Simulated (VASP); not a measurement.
# Al in VASP: further runs

The runs below take Al through single point, with PBE+D3(BJ).

All numbers are computed with VASP 6.6.1; they aren't measurements. Logs are shortened: lines on timing, memory, paths and dates and some standing lists are left out, and cuts for length are marked.

### Step 1. The cell of the first run

The typed cell holds 2 atoms: a = 2.888 Å, b = 2.806 Å, c = 4.627 Å, α = 90.00°, β = 90.00°, γ = 120.93°.

### Step 2. Single point, PBE+D3(BJ) (uniaxial strain along a: +3.0 %, then relaxed in part)

File INCAR:

```
SYSTEM = Al
  PREC = Accurate
  ENCUT = 520
  EDIFF = 1E-6
  ISMEAR = 0
  SIGMA = 0.1
  LREAL = .False.
  LASPH = .True.
  NELM = 80
  ALGO = Fast
  ISIF = 2
  LWAVE = .False.
  LCHARG = .False.
  GGA = PE
  IVDW = 12
  NBANDS = 10
```

File KPOINTS:

```
Automatic mesh
0
Gamma
  24 24 12
  0 0 0
```

File POSCAR:

```
Al
1.0
    2.8879381345      0.0011284417      0.0000000000
   -1.4430273879      2.4062662071      0.0000000000
    0.0000000000      0.0000000000      4.6272007644
Al
2
Direct
    0.6679292513      0.3358007991      0.7500000000
    0.3320707487      0.6641992009      0.2500000000
```

Potentials or basis: VASP PAW PBE potentials, release 64 (Al).

On the command line:

```
$ cat potpaw_PBE.64/Al/POTCAR > POTCAR
$ mpirun -np 1 vasp_std > vasp.out
```

OUTCAR:

```text
SYSTEM = Al
   PREC = Accurate
   ENCUT = 520
   EDIFF = 1E-6
   ISMEAR = 0
   LREAL = .False.
   LASPH = .True.
   NELM = 80
   ISIF = 2
   GGA = PE
   IVDW = 12
 IVDW          = 12

 ion  position               nearest neighbor table
   1  0.668  0.336  0.750-   2 2.82   2 2.82   2 2.84   2 2.84   2 2.84   2 2.84
   2  0.332  0.664  0.250-   1 2.82   1 2.82   1 2.84   1 2.84   1 2.84   1 2.84

  Warning from LATTYP: Monoclinic adjustment (A1->A3, A2->A1, A3->A2)!
  Warning from LATTYP: Got some problem with cell dimensions!
  Tried to take original basis but could not verify dimensions!
  LATTYP: Found a simple monoclinic cell.
 ALAT       =     2.8057877863
 B/A-ratio  =     1.6491627724
 C/A-ratio  =     1.0006902054
 COS(beta)  =    -0.4706579967

  Lattice vectors:

 A1 = (  -1.4430273879,   2.4062662071,   0.0000000000)
 A2 = (   0.0000000000,   0.0000000000,  -4.6272007644)
 A3 = (  -1.4449107466,  -2.4073946488,   0.0000000000)

Analysis of symmetry for initial positions (statically):
=====================================================================
 Subroutine PRICEL returns:
 Original cell was already a primitive cell.

 Routine SETGRP: Setting up the symmetry group for a
 simple monoclinic supercell.

 Subroutine GETGRP returns: Found  4 space group operations
 (whereof  2 operations were pure point group operations)
 out of a pool of  4 trial point group operations.

The static configuration has the point symmetry S_2 .
 The point group associated with its full space group is C_2h.

Analysis of symmetry for dynamics (positions and initial velocities):
=====================================================================
 Subroutine PRICEL returns:
 Original cell was already a primitive cell.

 Routine SETGRP: Setting up the symmetry group for a
 simple monoclinic supercell.

 Subroutine GETGRP returns: Found  4 space group operations
 (whereof  2 operations were pure point group operations)
 out of a pool of  4 trial point group operations.

The dynamic configuration has the point symmetry S_2 .
 The point group associated with its full space group is C_2h.

 Subroutine INISYM returns: Found  4 space group operations
 (whereof  2 operations are pure point group operations),
 and found     1 'primitive' translations

----------------------------------------------------------------------------------------

                                     Primitive cell

  volume of cell :      32.1626

  direct lattice vectors                    reciprocal lattice vectors
     2.887938135  0.001128442  0.000000000     0.346186685  0.207606650  0.000000000
    -1.443027388  2.406266207  0.000000000    -0.000162348  0.415484257  0.000000000
     0.000000000  0.000000000  4.627200764     0.000000000  0.000000000  0.216113381

  length of vectors
     2.887938355  2.805787786  4.627200764     0.403665384  0.415484289  0.216113381

  position of ions in fractional coordinates (direct lattice)
     0.667929251  0.335800799  0.750000000
     0.332070749  0.664199201  0.250000000

  ion indices of the primitive-cell ions
   primitive index   ion index
                 1           1
                 2           2

----------------------------------------------------------------------------------------

 KPOINTS: Automatic mesh

Automatic generation of k-mesh.
 Grid dimensions read from file:
 generate k-points for:   24   24   12

 Generating k-lattice:

  Cartesian coordinates                     Fractional coordinates (reciprocal lattice)
     0.014424445  0.008650277  0.000000000     0.041666667  0.000000000  0.000000000
    -0.000006764  0.017311844  0.000000000     0.000000000  0.041666667  0.000000000
     0.000000000  0.000000000  0.018009448     0.000000000  0.000000000  0.083333333

  Length of vectors
     0.016819391  0.017311845  0.018009448

  Shift w.r.t. Gamma in fractional coordinates (k-lattice)
     0.000000000  0.000000000  0.000000000

 Subroutine IBZKPT returns following result:
 ===========================================

 Found   2030 irreducible k-points:

 Following reciprocal coordinates:
            Coordinates               Weight
  0.000000  0.000000  0.000000      1.000000
  0.041667  0.000000  0.000000      2.000000
  0.083333 -0.000000  0.000000      2.000000
  0.125000 -0.000000  0.000000      2.000000
  0.166667  0.000000  0.000000      2.000000
  0.208333 -0.000000  0.000000      2.000000
[... 16 lines left out ...]
  0.375000  0.041667  0.000000      2.000000
  0.416667  0.041667  0.000000      2.000000
 [... further k-points ...]
   k-points           NKPTS =   2030   k-points in BZ     NKDIM =   2030   number of bands    NBANDS=     10
   number of dos      NEDOS =    301   number of ions     NIONS =      2
   total plane-waves  NPLWV =  20736
   dimension x,y,z NGX =    24 NGY =   24 NGZ =   36
   dimension x,y,z NGXF=    48 NGYF=   48 NGZF=   72
   ions per type =               2
   NGX,Y,Z   is equivalent  to a cutoff of  13.82, 14.22, 12.93 a.u.
   NGXF,Y,Z  is equivalent  to a cutoff of  27.63, 28.44, 25.87 a.u.
 SYSTEM =  Al
   PREC   = accura    normal or accurate (medium, high low for compatibility)
   ISTART =      0    job   : 0-new  1-cont  2-samecut
   ICHARG =      2    charge: 1-file 2-atom 10-const
   ISPIN  =      1    spin polarized calculation?
   LNONCOLLINEAR =      F non collinear calculations
   LSORBIT =      F    spin-orbit coupling
   LASPH  =      T    aspherical Exc in radial PAW
   ENCUT  =  520.0 eV  38.22 Ry    6.18 a.u.   5.37  5.22  8.60*2*pi/ulx,y,z
   NELM   =     80;   NELMIN=  2; NELMDL= -5     # of ELM steps
   EDIFF  = 0.1E-05   stopping-criterion for ELM
   LREAL  =      F    real-space projection
   EDIFFG = 0.1E-04   stopping-criterion for IOM
   NSW    =      0    number of steps for IOM
   IBRION =     -1    ionic relax: 0-MD 1-quasi-New 2-CG
   NFREE  =      0    steps in history (QN), initial steepest desc. (CG)
   ISIF   =      2    stress and relaxation
   ISYM   =      2    0-nonsym 1-usesym 2-fastsym
   POTIM  = 0.5000    time-step for ionic-motion
   TEBEG  =    0.0;   TEEND  =   0.0 temperature during run
   PSTRESS=    0.0 pullay stress
   NELECT =       6.0000    total number of electrons
   NUPDOWN=      -1.0000    fix difference up-down
   EMIN   =  10.00;   EMAX   =-10.00  energy-range for DOS
   EFERMI =   0.00;   METHOD = LEGACY
   ISMEAR =     0;   SIGMA  =   0.10  broadening in eV -4-tet -1-fermi 0-gaus
   EFERMI_NEDOS =   21; number of points for ismear=-14 and -15
   IALGO  =     68    algorithm
   IMIX   =      4    mixing-type and parameters
     AMIX     =   0.40;   BMIX     =  1.00
     AMIX_MAG =   1.60;   BMIX_MAG =  1.00
  volume/ion in A,a.u.               =      16.08       108.52
  Fermi-wavevector in a.u.,A,eV,Ry     =   0.935423  1.767693 11.905317  0.875016
  Thomas-Fermi vector in A             =   2.062329
   LORBIT       =      0    0 simple, 1 ext, 2 COOP (PROOUT), +10 PAW based schemes
   GGA     = PE    functional components
   LHFCALC =     F    Hartree Fock is set to
   AEXX    =    0.0000 exact exchange contribution
   IVDW    =    12    specifies the selected vdW correction
   LEPSILON=     F    determine dielectric tensor
   LRPA    =     F    only Hartree local field effects (RPA)
 non-spin polarized calculation
 RMM-DIIS sequential band-by-band and
 Gauss-broadening in eV      SIGMA  =   0.10
  energy-cutoff  :      520.00
  volume of cell :       32.16
 maximum number of plane-waves:       886
 NGX is ok and might be reduce to    24
   NGX = 11   NGY = 11   NGZ = 17

 number of electron       6.0000000 magnetization

 Free energy of the ion-electron system (eV)
  ---------------------------------------------------
  ext. energy  EPLUGINS =         0.00000000
  ---------------------------------------------------
  free energy    TOTEN  =        -7.41680032 eV

  energy without entropy =       -7.41289317  energy(sigma->0) =       -7.41484674

 E-fermi :   8.2715     XC(G=0): -10.2913

 val. band max:        8.2706605139   @ k =  -0.0417   0.4167   0.4167
 cond. band min:       8.2720875103   @ k =   0.0417   0.3750   0.4167
 fundamental gap:      0.0014269964
 Fermi energy:         8.2715149741

 k-point     1 :       0.0000    0.0000    0.0000
  band No.  band energies     occupation
      1      -3.0451      2.00000
      2       3.5759      2.00000
      3       3.8502      2.00000
      4      18.6318      0.00000
      5      18.8854      0.00000
      6      19.3479      0.00000
      7      19.8558      0.00000
      8      20.6166      0.00000
      9      22.6217      0.00000
     10      22.8945      0.00000

 k-point     2 :       0.0417    0.0000    0.0000
  band No.  band energies     occupation
      1      -3.0033      2.00000
      2       3.6147      2.00000
      3       3.8911      2.00000
      4      17.5803      0.00000
      5      18.3891      0.00000
      6      19.6943      0.00000
      7      20.2228      0.00000
      8      21.0311      0.00000
      9      22.7899      0.00000
     10      22.8391      0.00000

 k-point     3 :       0.0833   -0.0000    0.0000
  band No.  band energies     occupation
      1      -2.8778      2.00000
      2       3.7310      2.00000
      3       4.0134      2.00000
      4      16.0546      0.00000
      5      17.7150      0.00000
      6      19.2447      0.00000
      7      21.0249      0.00000
      8      21.5133      0.00000
      9      21.9304      0.00000
     10      22.2885      0.00000
[... 248 lines left out ...]
 k-point    23 :       0.3750    0.0417    0.0000
  band No.  band energies     occupation
      1       0.7342      2.00000
      2       5.4031      2.00000
      3       7.1126      2.00000
      4       7.7118      2.00000
      5      11.8253      0.00000
      6      12.0659      0.00000
      7      14.0134      0.00000
      8      16.9957      0.00000
      9      19.8773      0.00000
     10      19.9977      0.00000

 k-point    24 :       0.4167    0.0417    0.0000
  band No.  band energies     occupation
      1       1.5460      2.00000
      2       4.3591      2.00000
      3       7.8660      2.00000
      4       8.4081      0.05341
      5      10.7671      0.00000
      6      11.0842      0.00000
      7      13.8010      0.00000
      8      16.8750      0.00000
      9      19.6801      0.00000
     10      19.8377      0.00000

 [... further k-points ...]

------------------------ aborting loop because EDIFF is reached ----------------------------------------

 Edisp (eV)   -0.69076

 E8    (eV) :    -0.3090

  FORCE on cell =-STRESS in cart. coord.  units (eV):
  Direction    XX          YY          ZZ          XY          YZ          ZX
  --------------------------------------------------------------------------------------
  -------------------------------------------------------------------------------------
  Total      -0.45940    -0.00877    -0.00573    -0.00547     0.00000     0.00000
  in kB     -22.88495    -0.43696    -0.28567    -0.27237     0.00000     0.00000
  external pressure =       -7.87 kB  Pullay stress =        0.00 kB

 VOLUME and BASIS-vectors are now :
 -----------------------------------------------------------------------------
  energy-cutoff  :      520.00
  volume of cell :       32.16
      direct lattice vectors                 reciprocal lattice vectors
     2.887938135  0.001128442  0.000000000     0.346186685  0.207606650  0.000000000
    -1.443027388  2.406266207  0.000000000    -0.000162348  0.415484257  0.000000000
     0.000000000  0.000000000  4.627200764     0.000000000  0.000000000  0.216113381

 POSITION                                       TOTAL-FORCE (eV/Angst)
 -----------------------------------------------------------------------------------
      1.44437      0.80878      3.47040        -0.000037     -0.000105      0.000000
      0.00054      1.59861      1.15680         0.000037      0.000105     -0.000000
 -----------------------------------------------------------------------------------
    total drift:                                0.000000     -0.000000      0.000000

  FREE ENERGIE OF THE ION-ELECTRON SYSTEM (eV)
  ---------------------------------------------------
  free  energy   TOTEN  =        -8.1075627932 eV

  energy  without entropy=       -8.1036556440  energy(sigma->0) =       -8.10560922
```

Run time: 2.5 min. Hardware: 1 thread of Intel Xeon 6975P-C (Granite Rapids), shared host; peak memory 0.6 GiB.

What came out:

```yaml
Free_energy: -8.1076 eV
Pressure: -0.8 GPa
Band_gap_on_the_k_mesh: zero (band 3 reaches 12.60 eV, above the bottom of band 4 at 4.89 eV)
Dispersion_energy_per_atom: -0.345 eV
```

Stress tensor (GPa, compression positive):
```
-2.29 -0.03  0.00
-0.03 -0.04  0.00
 0.00  0.00 -0.03
```

Caveat: the cell differs from its parent crystal (uniaxial strain along a: +3.0 %, then relaxed in part); pairwise dispersion overbinds metals, which lowers pressure and volume.

(Continued in part 2 of 2.)
